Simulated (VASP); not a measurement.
Write the native input for VASP 6.6.1 that does the following.

```
Task                   : single point
Functional             : PBE
Potentials or basis    : VASP PAW PBE potentials, release 64 (Sb, In_d)
Cutoff                 : 520 eV
k mesh                 : 9 × 9 × 1
Occupations            : gaussian, width 0.1 eV
Spin                   : no spin polarisation
Dipole correction      : no
Further INCAR settings : LREAL = Auto; ALGO = Fast; EDIFF = 1e-07; NBANDS = 126
```

The structure of InSb (an interface model) lies in POSCAR:

```
InSb
1.0
    4.6915474072      0.0000000000      0.0000000000
   -2.3457737036      4.0629992377      0.0000000000
    0.0000000000      0.0000000000     46.0346167099
Sb In
12 12
Direct
    0.6666666667      0.3333333333      0.0530558042
    0.0000000000      0.0000000000      0.1362174485
    0.6666666667      0.3333333333      0.3026308762
    0.3333333333      0.6666666667      0.2194251743
    0.0000000000      0.0000000000      0.3859327075
    0.3333333333      0.6666666667      0.4685667772
    0.6666666667      0.3333333333      0.9469441958
    0.0000000000      0.0000000000      0.8637825515
    0.6666666667      0.3333333333      0.6973691238
    0.3333333333      0.6666666667      0.7805748257
    0.0000000000      0.0000000000      0.6140672925
    0.3333333333      0.6666666667      0.5314332228
    0.3333333333      0.6666666667      0.0312535969
    0.6666666667      0.3333333333      0.1150529795
    0.0000000000      0.0000000000      0.1982948545
    0.3333333333      0.6666666667      0.2814916253
    0.6666666667      0.3333333333      0.3647002058
    0.0000000000      0.0000000000      0.4478000487
    0.3333333333      0.6666666667      0.9687464031
    0.6666666667      0.3333333333      0.8849470205
    0.0000000000      0.0000000000      0.8017051455
    0.3333333333      0.6666666667      0.7185083747
    0.6666666667      0.3333333333      0.6352997942
    0.0000000000      0.0000000000      0.5521999513
```

These files were run (other wordings do the same):

INCAR

```
SYSTEM = InSb
  ALGO = Fast
  EDIFF = 1E-7
  ENCUT = 520
  GGA = PE
  ISIF = 2
  ISMEAR = 0
  LASPH = .True.
  LCHARG = .False.
  LREAL = Auto
  LWAVE = .False.
  NBANDS = 126
  NELM = 100
  PREC = Accurate
  SIGMA = 0.1
```

KPOINTS

```
k-points
0
Gamma
  9 9 1
  0 0 0
```

Potentials or basis: VASP PAW PBE potentials, release 64 (Sb, In_d).

The run is started by

```sh
$ cat potpaw_PBE.64/Sb/POTCAR potpaw_PBE.64/In_d/POTCAR > POTCAR
$ mpirun -np 1 vasp_std > vasp.out
```

Results of the run:

- Pressure: 0.2 GPa
- Largest force: 0.021 eV/Å
- Band gap on the k mesh: zero (bands 108 and 109 overlap by 0.17 eV)

Caveat: spin-orbit coupling is left out, which moves the levels of the heavy elements.

Wall time 100 min on 1 thread of Oxide Virtual Turin-like Processor, with other jobs on the host, peak memory 1.4 GiB.
